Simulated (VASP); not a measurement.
SiHC:

```xyz
6
Lattice="3.2789 0.0000 0.0000 0.0000 3.2789 0.0000 0.0000 0.0000 6.1707" Properties=species:S:1:pos:R:3 pbc="T T T"
Si    1.6395    0.0000    3.0854
Si    0.0000    1.6395    0.0000
H     0.0000    0.0000    4.6281
H     0.0000    0.0000    1.5427
C     1.6395    1.6395    0.0000
C     1.6395    1.6395    3.0854
```

The cell was built from a structure type or drawn by symmetry, and may not be a known phase.

- Program: VASP 6.6.1
- Task: relaxation of cell and atoms
- Functional: PBE
- Potentials or basis: VASP PAW PBE potentials, release 64 (Si, H, C)
- Cutoff: 600 eV
- k mesh: 6 × 6 × 4
- Occupations: gaussian, width 0.1 eV
- Spin: no spin polarisation

At the start: pressure 8.3 GPa; volume 11.06 Å³/atom.

**Question.** Where does the relaxation end?

**Answer.** Over 18 steps the energy falls by 284.4 meV/atom and the volume is 8.85 Å³/atom (-20.0 %); space group P4_2/mmc (No. 131, to 0.1 Å) before and after.

The path:
| step | energy change (eV) | largest force (eV/Å) | pressure (GPa) | volume (Å³) |
| --- | --- | --- | --- | --- |
| 1 | 0.0000 | 0.0000 | 8.30 | 66.34 |
| 2 | -0.1968 | 0.0000 | -9.34 | 71.86 |
| 3 | -0.2459 | 0.0000 | -4.44 | 70.01 |
| 4 | -0.3843 | 0.0000 | -4.25 | 67.93 |
| 5 | -1.0069 | 0.0000 | -3.43 | 61.61 |
| 6 | -1.5047 | 0.0000 | 13.71 | 48.50 |
| 7 | -1.6202 | 0.0000 | 2.37 | 53.95 |
| 8 | -1.6659 | 0.0000 | 4.10 | 52.38 |
| 9 | -1.6631 | 0.0000 | 6.17 | 51.35 |
| 10 | -1.6691 | 0.0000 | 4.98 | 51.86 |
| 11 | -1.6308 | 0.0000 | -1.00 | 52.56 |
| 12 | -1.6978 | 0.0000 | 2.93 | 52.14 |
| 13 | -1.7008 | 0.0000 | 1.69 | 52.26 |
| 14 | -1.7016 | 0.0000 | 2.11 | 52.22 |
| 15 | -1.7015 | 0.0000 | 2.03 | 52.23 |
| 16 | -1.7042 | 0.0000 | -0.70 | 53.41 |
| 17 | -1.7065 | 0.0000 | 0.44 | 52.92 |
| 18 | -1.7066 | 0.0000 | -0.39 | 53.09 |

Final structure:
```
Si H C
1.0
     3.52310    0.00000    0.00000
     0.00000    3.52310    0.00000
     0.00000    0.00000    4.27752
Si H C
2 2 2
Direct
  0.50000 0.00000 0.50000
  0.00000 0.50000 0.00000
  0.00000 0.00000 0.75000
  0.00000 0.00000 0.25000
  0.50000 0.50000 0.00000
  0.50000 0.50000 0.50000
```

Caveat: the volume moved by over 15 % at a fixed basis, so the end points are rough.
